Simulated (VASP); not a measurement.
# Sb (P6_3/mmc) in VASP: notebook

Runs on Sb. Level: PBE. Tasks: single point.

Everything below comes from runs of VASP 6.6.1. Logs are shortened: lines on timing, memory, paths and dates and some standing lists are left out, and cuts for length are marked.

**1. The cell of the first run**

Symmetry: P6_3/mmc, No. 194, hexagonal system. The conventional cell has a = 4.167 Å, b = 4.167 Å, c = 4.049 Å, α = 90.00°, β = 90.00°, γ = 120.00°. Sb (site symmetry -6m2) has 14 Sb at 3.14 to 4.17 Å within 4.2 Å.

The cell was built from a structure type or drawn by symmetry, and may not be a known phase.

**2. Single point, PBE**

Contents of INCAR:

```
PREC = Accurate ; ENCUT = 520
EDIFF = 1E-6 ; ISMEAR = 0
SIGMA = 0.1 ; LREAL = F
LASPH = T ; NELM = 80
ALGO = Normal ; ISIF = 2
LWAVE = F ; LCHARG = F
GGA = PE ; NBANDS = 24
```

Contents of KPOINTS:

```
Automatic mesh
0
Gamma
  6 6 2
```

Contents of POSCAR:

```
Sb
1.0
    4.1667190860      0.0000000000      0.0000000000
   -2.0833595430      3.6084845789      0.0000000000
    0.0000000000      0.0000000000     12.1469955075
Sb
6
Direct
    0.3333333333      0.6666666667      0.0833086852
    0.6666666667      0.3333333333      0.5833086852
    0.6666666667      0.3333333333      0.9166913148
    0.3333333333      0.6666666667      0.4166913148
    0.3333333333      0.6666666667      0.7500000000
    0.6666666667      0.3333333333      0.2500000000
```

Potentials or basis: VASP PAW PBE potentials, release 64 (Sb).

The run is started by

```bash
$ cat potpaw_PBE.64/Sb/POTCAR > POTCAR
$ mpirun -np 1 vasp_std > vasp.out
```

OUTCAR:

```text
PREC = Accurate
   ENCUT = 520
   EDIFF = 1E-6
   ISMEAR = 0
   LREAL = F
   LASPH = T
   NELM = 80
   ISIF = 2
   GGA = PE

 ion  position               nearest neighbor table
   1  0.333  0.667  0.083-   3 3.14   3 3.14   3 3.14   6 3.14   6 3.14   6 3.14
   2  0.667  0.333  0.583-   4 3.14   4 3.14   4 3.14   5 3.14   5 3.14   5 3.14
   3  0.667  0.333  0.917-   1 3.14   1 3.14   1 3.14   5 3.14   5 3.14   5 3.14
   4  0.333  0.667  0.417-   2 3.14   2 3.14   2 3.14   6 3.14   6 3.14   6 3.14
   5  0.333  0.667  0.750-   2 3.14   3 3.14   2 3.14   3 3.14   2 3.14   3 3.14
   6  0.667  0.333  0.250-   1 3.14   4 3.14   1 3.14   4 3.14   1 3.14   4 3.14

  LATTYP: Found a hexagonal cell.
 ALAT       =     4.1667190860
 C/A-ratio  =     2.9152422462

  Lattice vectors:

 A1 = (   4.1667190860,   0.0000000000,   0.0000000000)
 A2 = (  -2.0833595430,   3.6084845789,   0.0000000000)
 A3 = (   0.0000000000,   0.0000000000,  12.1469955075)

Analysis of symmetry for initial positions (statically):
=====================================================================
 Subroutine PRICEL returns:
 Original cell was already a primitive cell.

 Routine SETGRP: Setting up the symmetry group for a
 hexagonal supercell.

 Subroutine GETGRP returns: Found 24 space group operations
 (whereof 12 operations were pure point group operations)
 out of a pool of 24 trial point group operations.

The static configuration has the point symmetry D_3d.
 The point group associated with its full space group is D_6h.

Analysis of symmetry for dynamics (positions and initial velocities):
=====================================================================
 Subroutine PRICEL returns:
 Original cell was already a primitive cell.

 Routine SETGRP: Setting up the symmetry group for a
 hexagonal supercell.

 Subroutine GETGRP returns: Found 24 space group operations
 (whereof 12 operations were pure point group operations)
 out of a pool of 24 trial point group operations.

The dynamic configuration has the point symmetry D_3d.
 The point group associated with its full space group is D_6h.

 Subroutine INISYM returns: Found 24 space group operations
 (whereof 12 operations are pure point group operations),
 and found     1 'primitive' translations

----------------------------------------------------------------------------------------

                                     Primitive cell

  volume of cell :     182.6367
[... 88 lines left out ...]
   EDIFFG = 0.1E-04   stopping-criterion for IOM
   NSW    =      0    number of steps for IOM
   IBRION =     -1    ionic relax: 0-MD 1-quasi-New 2-CG
   NFREE  =      0    steps in history (QN), initial steepest desc. (CG)
   ISIF   =      2    stress and relaxation
   ISYM   =      2    0-nonsym 1-usesym 2-fastsym
   POTIM  = 0.5000    time-step for ionic-motion
   TEBEG  =    0.0;   TEEND  =   0.0 temperature during run
   PSTRESS=    0.0 pullay stress
   NELECT =      30.0000    total number of electrons
   NUPDOWN=      -1.0000    fix difference up-down
   EMIN   =  10.00;   EMAX   =-10.00  energy-range for DOS
   EFERMI =   0.00;   METHOD = LEGACY
   ISMEAR =     0;   SIGMA  =   0.10  broadening in eV -4-tet -1-fermi 0-gaus
   EFERMI_NEDOS =   21; number of points for ismear=-14 and -15
   IALGO  =     38    algorithm
   IMIX   =      4    mixing-type and parameters
     AMIX     =   0.40;   BMIX     =  1.00
     AMIX_MAG =   1.60;   BMIX_MAG =  1.00
  volume/ion in A,a.u.               =      30.44       205.42
  Fermi-wavevector in a.u.,A,eV,Ry     =   0.896574  1.694278 10.936964  0.803844
  Thomas-Fermi vector in A             =   2.019049
   LORBIT       =      0    0 simple, 1 ext, 2 COOP (PROOUT), +10 PAW based schemes
   GGA     = PE    functional components
   LHFCALC =     F    Hartree Fock is set to
   AEXX    =    0.0000 exact exchange contribution
   IVDW    =     0    specifies the selected vdW correction
   LEPSILON=     F    determine dielectric tensor
   LRPA    =     F    only Hartree local field effects (RPA)
 non-spin polarized calculation
 Gauss-broadening in eV      SIGMA  =   0.10
  energy-cutoff  :      520.00
  volume of cell :      182.64
 maximum number of plane-waves:      4959
 NGX is ok and might be reduce to    32

 number of electron      29.9999997 magnetization

 Free energy of the ion-electron system (eV)
  ---------------------------------------------------
  ext. energy  EPLUGINS =         0.00000000
  ---------------------------------------------------
  free energy    TOTEN  =       -23.95502149 eV

  energy without entropy =      -23.93286617  energy(sigma->0) =      -23.94394383

 E-fermi :   6.8365     XC(G=0):  -9.5467

 val. band max:        6.8208126580   @ k =   0.3333  -0.0000   0.5000
 cond. band min:       6.9195320349   @ k =   0.5000   0.0000   0.5000
 fundamental gap:      0.0987193769
 Fermi energy:         6.8365484702

 k-point     1 :       0.0000    0.0000    0.0000
  band No.  band energies     occupation
      1      -5.3615      2.00000
      2      -4.3535      2.00000
      3      -4.3514      2.00000
      4      -1.4435      2.00000
      5      -1.4418      2.00000
      6       1.7579      2.00000
[... 367 lines left out ...]
     23      12.2124      0.00000
     24      12.2124      0.00000

------------------------ aborting loop because EDIFF is reached ----------------------------------------

  FORCE on cell =-STRESS in cart. coord.  units (eV):
  Direction    XX          YY          ZZ          XY          YZ          ZX
  --------------------------------------------------------------------------------------
  -------------------------------------------------------------------------------------
  Total       -0.0263846     -0.0263846     -0.0068686     -0.0000000      0.0000000      0.0000000
  in kB       -0.2314587     -0.2314587     -0.0602549     -0.0000000      0.0000000      0.0000000
  external PRESSURE =      -0.1743908 kB  Pullay stress =       0.0000000 kB

 VOLUME and BASIS-vectors are now :
 -----------------------------------------------------------------------------
  energy-cutoff  :      520.00
  volume of cell :      182.64
      direct lattice vectors                 reciprocal lattice vectors
     4.166719086  0.000000000  0.000000000     0.239996981  0.138562321  0.000000000
    -2.083359543  3.608484579  0.000000000     0.000000000  0.277124643  0.000000000
     0.000000000  0.000000000 12.146995507     0.000000000  0.000000000  0.082324884

 POSITION                                       TOTAL-FORCE (eV/Angst)
 -----------------------------------------------------------------------------------
     -0.00000      2.40566      1.01195         0.000000      0.000000      0.002012
      2.08336      1.20283      7.08545        -0.000000     -0.000000      0.002012
      2.08336      1.20283     11.13505        -0.000000     -0.000000     -0.002012
     -0.00000      2.40566      5.06155         0.000000      0.000000     -0.002012
     -0.00000      2.40566      9.11025         0.000000      0.000000      0.000000
      2.08336      1.20283      3.03675        -0.000000     -0.000000      0.000000
 -----------------------------------------------------------------------------------
    total drift:                               -0.000000      0.000000      0.000000

  FREE ENERGIE OF THE ION-ELECTRON SYSTEM (eV)
  ---------------------------------------------------
  free  energy   TOTEN  =       -23.9550214893 eV

  energy  without entropy=      -23.9328661702  energy(sigma->0) =      -23.94394383
```

OSZICAR:

```text
N       E                     dE             d eps       ncg     rms          rms(c)
DAV:   1     0.138437967530E+03    0.13844E+03   -0.10002E+04   672   0.992E+02
DAV:   2    -0.130474407683E+02   -0.15149E+03   -0.14385E+03   816   0.165E+02
DAV:   3    -0.237829143982E+02   -0.10735E+02   -0.10364E+02   888   0.471E+01
DAV:   4    -0.239619132885E+02   -0.17900E+00   -0.17705E+00   728   0.637E+00
DAV:   5    -0.239644623174E+02   -0.25490E-02   -0.25487E-02   904   0.930E-01    0.443E+00
DAV:   6    -0.239574040490E+02    0.70583E-02   -0.10005E-02   704   0.490E-01    0.259E+00
DAV:   7    -0.239544994083E+02    0.29046E-02   -0.21481E-02   720   0.707E-01    0.119E-01
DAV:   8    -0.239549928117E+02   -0.49340E-03   -0.11039E-03   784   0.157E-01    0.289E-02
DAV:   9    -0.239550190366E+02   -0.26225E-04   -0.31445E-05   800   0.294E-02    0.141E-02
DAV:  10    -0.239550211342E+02   -0.20976E-05   -0.41262E-06   680   0.948E-03    0.241E-03
DAV:  11    -0.239550214893E+02   -0.35515E-06   -0.26405E-07   416   0.259E-03
   1 F= -.23955021E+02 E0= -.23943944E+02  d E =-.221553E-01
```

Wall time 30 s (1 thread of Intel Xeon 6975P-C (Granite Rapids), shared host); peak memory 0.28 GiB.

Results:

- Free energy: -23.9550 eV
- Pressure: 0.0 GPa
- Band gap on the k mesh: zero (bands 15 and 16 overlap by 2.64 eV)

Forces in eV/Å, atoms in the order of the input:
```
Sb   0.000  0.000  0.002
Sb   0.000  0.000  0.002
Sb   0.000  0.000 -0.002
Sb   0.000  0.000 -0.002
Sb   0.000  0.000  0.000
Sb   0.000  0.000  0.000
```

Caveat: spin-orbit coupling is left out, which moves the levels of the heavy elements.

**3. Single point, PBE**

This run uses another cell than the first one, of 34.29 Å³/atom.

Contents of INCAR:

```
PREC     = Accurate       # precision mode
ENCUT    = 520            # plane-wave cutoff, eV
EDIFF    = 1E-6           # SCF threshold, eV
ISMEAR   = 0              # smearing method
SIGMA    = 0.1            # smearing width, eV
LREAL    = False          # projectors in reciprocal space
LASPH    = True           # aspherical terms in the spheres
NELM     = 60             # most SCF steps
ALGO     = Normal         # electronic algorithm
ISIF     = 2              # what is computed and relaxed
LWAVE    = False          # write WAVECAR
LCHARG   = False          # write CHGCAR
GGA      = PE             # functional
NBANDS   = 24             # bands
```

KPOINTS is that of step 2.

Contents of POSCAR:

```
Sb
1.0
    5.1760121200      0.0000000000      0.0000000000
   -2.5880060600      4.4825579900      0.0000000000
    0.0000000000      0.0000000000      8.8674011200
Sb
6
Direct
    0.3333333300      0.6666666700      0.1142754800
    0.6666666700      0.3333333300      0.6142754800
    0.6666666700      0.3333333300      0.8857245200
    0.3333333300      0.6666666700      0.3857245200
    0.3333333300      0.6666666700      0.7500000000
    0.6666666700      0.3333333300      0.2500000000
```

Potentials or basis: VASP PAW PBE potentials, release 64 (Sb).

The run is started by

```bash
$ cat potpaw_PBE.64/Sb/POTCAR > POTCAR
$ mpirun -np 1 vasp_std > vasp.out
```

Wall time 48 s (1 thread of Intel Xeon 6975P-C (Granite Rapids), shared host); peak memory 0.31 GiB.

It converged, with:

```yaml
Free_energy: -18.9684 eV
Pressure: 8.6 GPa
Largest_force: 6.511 eV/Å
Band_gap_on_the_k_mesh: zero (bands 15 and 16 overlap by 0.98 eV)
```

Forces in eV/Å, atoms in the order of the input:
```
Sb   0.000  0.000 -6.511
Sb   0.000  0.000 -6.511
Sb   0.000  0.000  6.511
Sb   0.000  0.000  6.511
Sb   0.000  0.000  0.000
Sb   0.000  0.000  0.000
```

Stress tensor (GPa, compression positive):
```
 1.20  0.00  0.00
 0.00  1.20  0.00
 0.00  0.00 23.49
```

Levels at points of the mesh, in eV from the Fermi level:
| k point | band 12 | band 13 | band 14 | band 15 | band 16 | band 17 | band 18 | band 19 |
| --- | --- | --- | --- | --- | --- | --- | --- | --- |
| (0.00, 0.00, 0.00) | -2.43 | -0.93 | -0.93 | -0.57 | -0.54 | -0.54 | 0.44 | 0.44 |
| (0.50, 0.00, 0.00) | -2.12 | -2.10 | -1.63 | -1.58 | 0.10 | 1.00 | 1.72 | 1.88 |
| (0.00, 0.00, 0.50) | -3.14 | -0.18 | -0.18 | -0.18 | -0.18 | 0.36 | 0.36 | 0.36 |
| (0.50, 0.00, 0.50) | -2.91 | -0.06 | -0.06 | 0.44 | 0.44 | 1.25 | 1.25 | 1.80 |

Caveat: the cell stands under pressure; spin-orbit coupling is left out, which moves the levels of the heavy elements; forces of over 1 eV/Å act on the atoms, so gaps and moduli don't describe the material at rest.

**4. Single point, PBE**

This run uses another cell than the first one: it holds 2 atoms, not 6.

Contents of INCAR:

```
SYSTEM = Sb
ALGO = Normal
EDIFF = 1E-6
ENCUT = 520
GGA = PE
ISIF = 2
ISMEAR = 0
LASPH = .TRUE.
LCHARG = .FALSE.
LREAL = .FALSE.
LWAVE = .FALSE.
NBANDS = 12
NELM = 100
PREC = Accurate
SIGMA = 0.1
```

Contents of KPOINTS:

```
k-points
0
G
  18 18 14
  0 0 0
```

Contents of POSCAR:

```
Sb
1.0
    4.1507216801      0.0000000000      0.0000000000
   -2.0753608400      3.5946304190      0.0000000000
    0.0000000000      0.0000000000      4.0542585233
Sb
2
Direct
    0.3333333333      0.6666666667      0.2500000000
    0.6666666667      0.3333333333      0.7500000000
```

Potentials or basis: VASP PAW PBE potentials, release 64 (Sb).

The run is started by

```bash
$ cat potpaw_PBE.64/Sb/POTCAR > POTCAR
$ mpirun -np 1 vasp_std > vasp.out
```

OUTCAR:

```text
SYSTEM = Sb
   EDIFF = 1E-6
   ENCUT = 520
   GGA = PE
   ISIF = 2
   ISMEAR = 0
   LASPH = .TRUE.
   LREAL = .FALSE.
   NELM = 100
   PREC = Accurate

 ion  position               nearest neighbor table
   1  0.333  0.667  0.250-   2 3.14   2 3.14   2 3.14   2 3.14   2 3.14   2 3.14
   2  0.667  0.333  0.750-   1 3.14   1 3.14   1 3.14   1 3.14   1 3.14   1 3.14

  LATTYP: Found a hexagonal cell.
 ALAT       =     4.1507216801
 C/A-ratio  =     0.9767599073

  Lattice vectors:
[... 552 lines left out ...]

------------------------ aborting loop because EDIFF is reached ----------------------------------------

  FORCE on cell =-STRESS in cart. coord.  units (eV):
  Direction    XX          YY          ZZ          XY          YZ          ZX
  --------------------------------------------------------------------------------------
  -------------------------------------------------------------------------------------
  Total       -0.0202430     -0.0202430     -0.0259794     -0.0000000     -0.0000000     -0.0000000
  in kB       -0.5361610     -0.5361610     -0.6880990     -0.0000000     -0.0000000     -0.0000000
  external PRESSURE =      -0.5868070 kB  Pullay stress =       0.0000000 kB

 VOLUME and BASIS-vectors are now :
 -----------------------------------------------------------------------------
  energy-cutoff  :      520.00
  volume of cell :       60.49
      direct lattice vectors                 reciprocal lattice vectors
     4.150721680  0.000000000  0.000000000     0.240921959  0.139096358  0.000000000
    -2.075360840  3.594630419  0.000000000     0.000000000  0.278192716  0.000000000
     0.000000000  0.000000000  4.054258523     0.000000000  0.000000000  0.246654226

 POSITION                                       TOTAL-FORCE (eV/Angst)
 -----------------------------------------------------------------------------------
     -0.00000      2.39642      1.01356        -0.000000     -0.000000      0.000000
      2.07536      1.19821      3.04069         0.000000      0.000000      0.000000
 -----------------------------------------------------------------------------------
    total drift:                               -0.000000      0.000000      0.000000

  FREE ENERGIE OF THE ION-ELECTRON SYSTEM (eV)
  ---------------------------------------------------
  free  energy   TOTEN  =        -7.9679800861 eV

  energy  without entropy=       -7.9629467493  energy(sigma->0) =       -7.96546342
```

Run time: 51 s. Hardware: 1 thread of Intel Xeon 6975P-C (Granite Rapids), shared host; peak memory 0.31 GiB.

What came out:

- Free energy: -7.9680 eV
- Pressure: -0.1 GPa
- Band gap on the k mesh: zero (bands 5 and 6 overlap by 3.04 eV)

Caveat: spin-orbit coupling is left out, which moves the levels of the heavy elements.

**5. The runs side by side**

```csv
cell,k mesh,gap on the mesh (eV),pressure (GPa)
"a = 4.167, b = 4.167, c = 12.147 Å, angles 90.0, 90.0, 120.0°, 6 atoms, atomic positions A",6 × 6 × 2,none,0.0
"a = 5.176, b = 5.176, c = 8.867 Å, angles 90.0, 90.0, 120.0°, 6 atoms, atomic positions B",6 × 6 × 2,none,8.6
"a = 4.151, b = 4.151, c = 4.054 Å, angles 90.0, 90.0, 120.0°, 2 atoms, atomic positions C",18 × 18 × 14,none,-0.1
```

Alike in all rows: task single point; level PBE; potentials or basis VASP PAW PBE potentials, release 64 (Sb); no spin polarisation; cutoff (eV) 520; smearing gaussian 0.1 eV.

Caveats: spin-orbit coupling is left out, which moves the levels of the heavy elements; the cell stands under pressure (at least some runs); forces of over 1 eV/Å act on the atoms, so gaps and moduli don't describe the material at rest (at least some runs).

Total energies depend on the potentials used, so only differences within one code and one set of settings carry meaning.
